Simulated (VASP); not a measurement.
# NiO (Fm-3m) in VASP: a series of runs

Runs on NiO. Level: PBEsol+U. Tasks: single point.

Program: VASP 6.6.1. These are calculated values, not measurements. Logs are shortened: lines on timing, memory, paths and dates and some standing lists are left out, and cuts for length are marked.

## 1. The cell of the first run

The structure is cubic, space group Fm-3m (No. 225). The conventional cell has a = 4.183 Å, b = 4.183 Å, c = 4.183 Å, α = 90.00°, β = 90.00°, γ = 90.00°. Ni (site symmetry m-3m) has 6 O at 2.09 Å within 2.8 Å. Within 2.8 Å of O (site symmetry m-3m) lie 6 Ni at 2.09 Å.

## 2. Single point, PBEsol+U

File INCAR:

```
  PREC = Accurate
  ENCUT = 520
  EDIFF = 1E-6
  ISMEAR = 0
  SIGMA = 0.05
  LREAL = F
  LASPH = T
  NELM = 150
  ALGO = Normal
  ISIF = 2
  LWAVE = F
  LCHARG = F
  LMAXMIX = 4
  LDAU = T
  LDAUTYPE = 2
  LDAUL = 2 -1
  LDAUU = 4 0
  LDAUJ = 0 0
  LDAUPRINT = 1
  GGA = PS
  NBANDS = 15
```

File KPOINTS:

```
Automatic mesh
0
Gamma
  8 8 8
```

File POSCAR:

```
NiO
1.0
    0.0000000000      2.0913095100      2.0913095100
    2.0913095100      0.0000000000      2.0913095100
    2.0913095100      2.0913095100      0.0000000000
Ni O
1 1
Direct
    0.0000000000      0.0000000000      0.0000000000
    0.5000000000      0.5000000000      0.5000000000
```

Potentials or basis: VASP PAW PBE potentials, release 64 (Ni, O).

Launch:

```bash
$ cat potpaw_PBE.64/Ni/POTCAR potpaw_PBE.64/O/POTCAR > POTCAR
$ mpirun -np 1 vasp_std > vasp.out
```

OUTCAR:

```text
PREC = Accurate
   ENCUT = 520
   EDIFF = 1E-6
   ISMEAR = 0
   LREAL = F
   LASPH = T
   NELM = 150
   ISIF = 2
   GGA = PS

 ion  position               nearest neighbor table
   1  0.000  0.000  0.000-   2 2.09   2 2.09   2 2.09   2 2.09   2 2.09   2 2.09
   2  0.500  0.500  0.500-   1 2.09   1 2.09   1 2.09   1 2.09   1 2.09   1 2.09

  LATTYP: Found a face centered cubic cell.
 ALAT       =     4.1826190200

  Lattice vectors:

 A1 = (   0.0000000000,   2.0913095100,   2.0913095100)
 A2 = (   2.0913095100,   0.0000000000,   2.0913095100)
 A3 = (   2.0913095100,   2.0913095100,   0.0000000000)

Analysis of symmetry for initial positions (statically):
=====================================================================
 Subroutine PRICEL returns:
 Original cell was already a primitive cell.

 Routine SETGRP: Setting up the symmetry group for a
 face centered cubic supercell.

 Subroutine GETGRP returns: Found 48 space group operations
 (whereof 48 operations were pure point group operations)
 out of a pool of 48 trial point group operations.

The static configuration has the point symmetry O_h .

Analysis of symmetry for dynamics (positions and initial velocities):
=====================================================================
 Subroutine PRICEL returns:
 Original cell was already a primitive cell.

 Routine SETGRP: Setting up the symmetry group for a
 face centered cubic supercell.

 Subroutine GETGRP returns: Found 48 space group operations
 (whereof 48 operations were pure point group operations)
 out of a pool of 48 trial point group operations.

The dynamic configuration has the point symmetry O_h .

 Subroutine INISYM returns: Found 48 space group operations
 (whereof 48 operations are pure point group operations),
 and found     1 'primitive' translations

----------------------------------------------------------------------------------------

                                     Primitive cell

  volume of cell :      18.2930

[... 148 lines left out ...]
 -0.0000  0.0000 -0.0000  0.9679 -0.0000
 -0.0000  0.0000 -0.0000 -0.0000  0.6691

 occupancies and eigenvectors

  o =  0.6691  v =  0.0000 -0.0000  0.9994  0.0000  0.0344  0.0000  0.0000  0.0000  0.0000  0.0000      0.0000  0.0000  0.0000  0.0000  0.0000  0.0000  0.0000  0.0000  0.0000  0.0000
  o =  0.6691  v =  0.0000  0.0000  0.0000  0.0000  0.0000  0.0000 -0.0000  0.9994  0.0000  0.0344      0.0000  0.0000  0.0000  0.0000  0.0000  0.0000  0.0000  0.0000  0.0000  0.0000
  o =  0.6691  v =  0.0000 -0.0000  0.0344 -0.0000 -0.9994  0.0000  0.0000  0.0000  0.0000  0.0000      0.0000  0.0000  0.0000  0.0000  0.0000  0.0000  0.0000  0.0000  0.0000  0.0000
  o =  0.6691  v =  0.0000  0.0000  0.0000  0.0000  0.0000  0.0000 -0.0000  0.0344 -0.0000 -0.9994      0.0000  0.0000  0.0000  0.0000  0.0000  0.0000  0.0000  0.0000  0.0000  0.0000
  o =  0.9679  v =  0.0000  0.0000  0.0000  0.0000  0.0000  0.0000  0.7622 -0.0000  0.6473 -0.0000      0.0000  0.0000  0.0000  0.0000  0.0000  0.0000  0.0000  0.0000  0.0000  0.0000
  o =  0.9679  v =  0.0000  0.7622 -0.0000  0.6473 -0.0000  0.0000  0.0000  0.0000  0.0000  0.0000      0.0000  0.0000  0.0000  0.0000  0.0000  0.0000  0.0000  0.0000  0.0000  0.0000
  o =  0.9679  v =  0.0000  0.0000  0.0000  0.0000  0.0000  0.0000  0.6473  0.0000 -0.7622  0.0000      0.0000  0.0000  0.0000  0.0000  0.0000  0.0000  0.0000  0.0000  0.0000  0.0000
  o =  0.9679  v =  0.0000  0.6473  0.0000 -0.7622  0.0000  0.0000  0.0000  0.0000  0.0000  0.0000      0.0000  0.0000  0.0000  0.0000  0.0000  0.0000  0.0000  0.0000  0.0000  0.0000
  o =  0.9679  v =  0.0000  0.0000  0.0000  0.0000  0.0000  1.0000  0.0000  0.0000  0.0000  0.0000      0.0000  0.0000  0.0000  0.0000  0.0000  0.0000  0.0000  0.0000  0.0000  0.0000
  o =  0.9679  v =  1.0000  0.0000  0.0000  0.0000  0.0000  0.0000  0.0000  0.0000  0.0000  0.0000      0.0000  0.0000  0.0000  0.0000  0.0000  0.0000  0.0000  0.0000  0.0000  0.0000

 number of electron      16.0000005 magnetization

 Free energy of the ion-electron system (eV)
  ---------------------------------------------------
  ext. energy  EPLUGINS =         0.00000000
  ---------------------------------------------------
  free energy    TOTEN  =       -10.07919743 eV

  energy without entropy =      -10.07361148  energy(sigma->0) =      -10.07640445

 E-fermi :   7.3442     XC(G=0): -12.8916

 val. band max:        7.2959798241   @ k =   0.2500   0.1250   0.0000
 cond. band min:       7.3477088503   @ k =  -0.3750   0.3750   0.0000
 fundamental gap:      0.0517290262
 Fermi energy:         7.3442435608

 k-point     1 :       0.0000    0.0000    0.0000
  band No.  band energies     occupation
      1     -12.8352      2.00000
      2       4.3065      2.00000
      3       4.3065      2.00000
      4       4.3065      2.00000
      5       4.3951      2.00000
      6       4.3951      2.00000
      7       4.3951      2.00000
      8       5.6743      2.00000
      9       5.6743      2.00000
     10       9.1723      0.00000
     11      25.2816      0.00000
     12      25.4538      0.00000
     13      25.4539      0.00000
     14      25.4539      0.00000
[... 401 lines left out ...]
      2      -0.0899      2.00000
      3       1.5561      2.00000
      4       2.0262      2.00000
      5       5.0982      2.00000
      6       5.1219      2.00000
      7       5.5498      2.00000
      8       7.3774      0.34903
      9       8.0484      0.00000
     10      15.3457      0.00000
     11      16.9331      0.00000
     12      19.1565      0.00000
     13      22.3211      0.00000
     14      28.9845      0.00000
     15      30.0346      0.00000

 [... further k-points ...]
[... 5 lines left out ...]
  --------------------------------------------------------------------------------------
  -------------------------------------------------------------------------------------
  Total       -2.0910556     -2.0910556     -2.0910556     -0.0000000      0.0000000      0.0000000
  in kB     -183.1433823   -183.1433823   -183.1433823     -0.0000000      0.0000000      0.0000000
  external PRESSURE =    -183.1433823 kB  Pullay stress =       0.0000000 kB

 VOLUME and BASIS-vectors are now :
 -----------------------------------------------------------------------------
  energy-cutoff  :      520.00
  volume of cell :       18.29
      direct lattice vectors                 reciprocal lattice vectors
     0.000000000  2.091309510  2.091309510    -0.239084649  0.239084649  0.239084649
     2.091309510  0.000000000  2.091309510     0.239084649 -0.239084649  0.239084649
     2.091309510  2.091309510  0.000000000     0.239084649  0.239084649 -0.239084649

 POSITION                                       TOTAL-FORCE (eV/Angst)
 -----------------------------------------------------------------------------------
      0.00000      0.00000      0.00000         0.000000      0.000000      0.000000
      2.09131      2.09131      2.09131         0.000000      0.000000      0.000000
 -----------------------------------------------------------------------------------
    total drift:                                0.000000     -0.000000     -0.000000

  FREE ENERGIE OF THE ION-ELECTRON SYSTEM (eV)
  ---------------------------------------------------
  free  energy   TOTEN  =       -10.0791974276 eV

  energy  without entropy=      -10.0736114794  energy(sigma->0) =      -10.07640445
```

It took 3.6 s on 1 thread of Intel Xeon 6975P-C (Granite Rapids), shared host; peak memory 0.13 GiB.

Results:

- Free energy: -10.0792 eV
- Pressure: -18.3 GPa
- Band gap on the k mesh: zero (band 8 reaches 8.58 eV, above the bottom of band 9 at 5.67 eV)

Eigenvalues of the final occupation matrices:
```
    site  spin  trace               eigenvalues
site 1 d     1   4.24  0.67 0.67 0.97 0.97 0.97
site 1 d     2   4.24  0.67 0.67 0.97 0.97 0.97
```

Caveat: the PAW data sets were made with another functional, which shifts forces and pressure a little; the run has no spin polarisation, though such a crystal can be magnetic; U without spin polarisation on a metal has little footing. Spin polarisation is off, so any magnetic state and its effect on volume and gap are missing.

## 3. Single point, PBEsol+U

Edit INCAR of step 2 so:

```diff
@@ -1,3 +1,3 @@
   PREC = Accurate
-  ENCUT = 520
+  ENCUT = 600
   EDIFF = 1E-6
@@ -7,3 +7,3 @@
   LASPH = T
-  NELM = 150
+  NELM = 200
   ALGO = Normal
@@ -20,2 +20,3 @@
   GGA = PS
-  NBANDS = 15
+  NBANDS = 19
+  GGA_COMPAT = F
```

KPOINTS is that of step 2.

POSCAR is that of step 2.

Potentials or basis: VASP PAW PBE potentials, release 64 (Ni_sv_GW, O).

Launch:

```bash
$ cat potpaw_PBE.64/Ni_sv_GW/POTCAR potpaw_PBE.64/O/POTCAR > POTCAR
$ mpirun -np 1 vasp_std > vasp.out
```

OUTCAR:

```text
PREC = Accurate
   ENCUT = 600
   EDIFF = 1E-6
   ISMEAR = 0
   LREAL = F
   LASPH = T
   NELM = 200
   ISIF = 2
   GGA = PS

 ion  position               nearest neighbor table
   1  0.000  0.000  0.000-   2 2.09   2 2.09   2 2.09   2 2.09   2 2.09   2 2.09
   2  0.500  0.500  0.500-   1 2.09   1 2.09   1 2.09   1 2.09   1 2.09   1 2.09

  LATTYP: Found a face centered cubic cell.
 ALAT       =     4.1826190200

  Lattice vectors:

 A1 = (   0.0000000000,   2.0913095100,   2.0913095100)
 A2 = (   2.0913095100,   0.0000000000,   2.0913095100)
 A3 = (   2.0913095100,   2.0913095100,   0.0000000000)

Analysis of symmetry for initial positions (statically):
=====================================================================
 Subroutine PRICEL returns:
 Original cell was already a primitive cell.

 Routine SETGRP: Setting up the symmetry group for a
 face centered cubic supercell.

 Subroutine GETGRP returns: Found 48 space group operations
 (whereof 48 operations were pure point group operations)
 out of a pool of 48 trial point group operations.

[... 189 lines left out ...]
 number of electron      24.0000013 magnetization

 Free energy of the ion-electron system (eV)
  ---------------------------------------------------
  ext. energy  EPLUGINS =         0.00000000
  ---------------------------------------------------
  free energy    TOTEN  =       -10.36812449 eV

  energy without entropy =      -10.36311735  energy(sigma->0) =      -10.36562092

 E-fermi :   6.7532     XC(G=0): -13.2629

 val. band max:        6.6836957978   @ k =   0.3750   0.2500   0.0000
 cond. band min:       6.7581363254   @ k =  -0.3750   0.3750   0.0000
 fundamental gap:      0.0744405276
 Fermi energy:         6.7532042507

 k-point     1 :       0.0000    0.0000    0.0000
  band No.  band energies     occupation
      1     -95.5224      2.00000
      2     -56.0956      2.00000
      3     -56.0956      2.00000
      4     -56.0956      2.00000
      5     -13.6759      2.00000
      6       3.5724      2.00000
[... 505 lines left out ...]
      6      -0.8839      2.00000
[... 11 lines left out ...]
     18      28.4904      0.00000
     19      29.5373      0.00000

 [... further k-points ...]
[... 5 lines left out ...]
  --------------------------------------------------------------------------------------
  -------------------------------------------------------------------------------------
  Total       -1.7730545     -1.7730545     -1.7730545      0.0000000      0.0000000      0.0000000
  in kB     -155.2915211   -155.2915211   -155.2915211      0.0000000      0.0000000      0.0000000
  external PRESSURE =    -155.2915211 kB  Pullay stress =       0.0000000 kB

 VOLUME and BASIS-vectors are now :
 -----------------------------------------------------------------------------
  energy-cutoff  :      600.00
  volume of cell :       18.29
      direct lattice vectors                 reciprocal lattice vectors
     0.000000000  2.091309510  2.091309510    -0.239084649  0.239084649  0.239084649
     2.091309510  0.000000000  2.091309510     0.239084649 -0.239084649  0.239084649
     2.091309510  2.091309510  0.000000000     0.239084649  0.239084649 -0.239084649

 POSITION                                       TOTAL-FORCE (eV/Angst)
 -----------------------------------------------------------------------------------
      0.00000      0.00000      0.00000         0.000000      0.000000     -0.000000
      2.09131      2.09131      2.09131         0.000000     -0.000000      0.000000
 -----------------------------------------------------------------------------------
    total drift:                                0.000000     -0.000000     -0.000000

  FREE ENERGIE OF THE ION-ELECTRON SYSTEM (eV)
  ---------------------------------------------------
  free  energy   TOTEN  =       -10.3681244897 eV

  energy  without entropy=      -10.3631173458  energy(sigma->0) =      -10.36562092
```

OSZICAR:

```text
N       E                     dE             d eps       ncg     rms          rms(c)
DAV:   1     0.231854276136E+03    0.23185E+03   -0.14945E+04  1617   0.458E+03
DAV:   2    -0.126651597887E+01   -0.23312E+03   -0.22536E+03  1721   0.990E+02
DAV:   3    -0.137097103155E+02   -0.12443E+02   -0.12284E+02  1745   0.284E+02
DAV:   4    -0.139550794295E+02   -0.24537E+00   -0.24513E+00  1716   0.246E+01
DAV:   5    -0.139607142288E+02   -0.56348E-02   -0.56345E-02  1558   0.271E+00    0.150E+01
DAV:   6    -0.138971035564E+02    0.63611E-01   -0.41459E+01  1836   0.368E+02    0.180E+01
DAV:   7    -0.104393766720E+02    0.34577E+01   -0.22683E+01  1580   0.340E+02    0.389E+00
DAV:   8    -0.103544766086E+02    0.84900E-01   -0.83531E-01  1900   0.354E+01    0.122E+00
DAV:   9    -0.103669291199E+02   -0.12453E-01   -0.53049E-02  1916   0.106E+01    0.371E-01
DAV:  10    -0.103684178014E+02   -0.14887E-02   -0.60571E-03  1964   0.495E+00    0.161E-01
DAV:  11    -0.103682399730E+02    0.17783E-03   -0.23596E-04  1862   0.724E-01    0.114E-01
DAV:  12    -0.103681364227E+02    0.10355E-03   -0.62531E-04  1883   0.124E+00    0.302E-02
DAV:  13    -0.103681264279E+02    0.99948E-05   -0.31587E-05  1678   0.112E-01    0.136E-02
DAV:  14    -0.103681249351E+02    0.14927E-05   -0.44208E-06  1414   0.131E-01    0.708E-03
DAV:  15    -0.103681244897E+02    0.44548E-06   -0.75413E-07   770   0.543E-02
   1 F= -.10368124E+02 E0= -.10365621E+02  d E =-.500714E-02
```

Run time: 18 s. Hardware: 1 thread of Intel Xeon Platinum 8488C (Sapphire Rapids), shared host; peak memory 0.15 GiB.

What came out:

```
Free energy            : -10.3681 eV
Pressure               : -15.5 GPa
Band gap on the k mesh : zero (band 12 reaches 7.97 eV, above the bottom of band 13 at 5.13 eV)
```

Eigenvalues of the final occupation matrices:
```
    site  spin  trace               eigenvalues
site 1 d     1   3.96  0.60 0.60 0.92 0.92 0.92
site 1 d     2   3.96  0.60 0.60 0.92 0.92 0.92
```

Caveat: the PAW data sets were made with another functional, which shifts forces and pressure a little; the run has no spin polarisation, though such a crystal can be magnetic; U without spin polarisation on a metal has little footing.
